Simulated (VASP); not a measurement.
Runs of VASP 6.6.1 on HfN. The structure is that of space group P6_3/mmc (No. 194), or close to it. The cells are those of the table. 

| cell | gap on the mesh (eV) | pressure (GPa) | largest force (eV/Å) |
| --- | --- | --- | --- |
| a = 3.134, b = 3.175, c = 5.417 Å, angles 90.0, 90.0, 121.3°, 4 atoms | none | -9.7 | 0.06 |
| a = 3.134, b = 3.147, c = 5.417 Å, angles 90.0, 90.0, 120.4°, 4 atoms | none | -9.9 | 0.02 |
| a = 3.134, b = 3.161, c = 5.417 Å, angles 90.0, 90.0, 120.9°, 4 atoms | none | (a) | 0.04 |
| a = 3.134, b = 3.134, c = 5.417 Å, angles 90.0, 90.0, 120.0°, 4 atoms | none | -9.9 | - |

Alike in all rows: task single point; level LDA; potentials or basis VASP PAW LDA potentials, release 64 (Hf_pv, N); no spin polarisation; k mesh 13 × 13 × 7; cutoff (eV) 520; smearing fermi-dirac 0.15 eV.

Question: Estimate the missing entries.

Answer: (a) -9.8.

Caveats: the cell stands under tension; spin-orbit coupling is left out, which moves the levels of the heavy elements.

A k mesh can miss the band edges, and the runs leave out spin-orbit coupling on Hf.

A gap of «none» marks levels without a gap at the run's occupations.
